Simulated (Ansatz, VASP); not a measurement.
Cr: VASP beside Ansatz

```
CELL_PARAMETERS angstrom
0.00000 2.54759 2.54759
2.54759 0.00000 2.54759
2.54759 2.54759 0.00000
ATOMIC_POSITIONS crystal
Cr 0.12500 0.12500 0.12500
Cr 0.87500 0.87500 0.87500
```

Alike in both runs: task single point; functional PBE; k mesh 6 × 6 × 6; occupations fermi-dirac, width 0.1 eV; collinear spin.

|  | VASP | Ansatz |
| --- | --- | --- |
| version | VASP 6.6.1 | Ansatz 0.2.0 |
| potentials or method | VASP PAW PBE potentials, release 64 (Cr_pv), cutoff 520 eV | plane waves (420 eV) with PAW, scalar-relativistic |
| valence electrons in the cell | 24 | 28 |

```csv
,VASP,Ansatz,Ansatz less VASP
net moment per atom (μB),0.00,0.00,0.000
size of the moment on the site where the two differ most (μB),2.25,2.00,-0.243
```

Site moments also hang on the region over which each program counts them. VASP's potentials hold 24 valence electrons a cell and Ansatz's 28, so a difference there can come from the potentials and not from the codes.
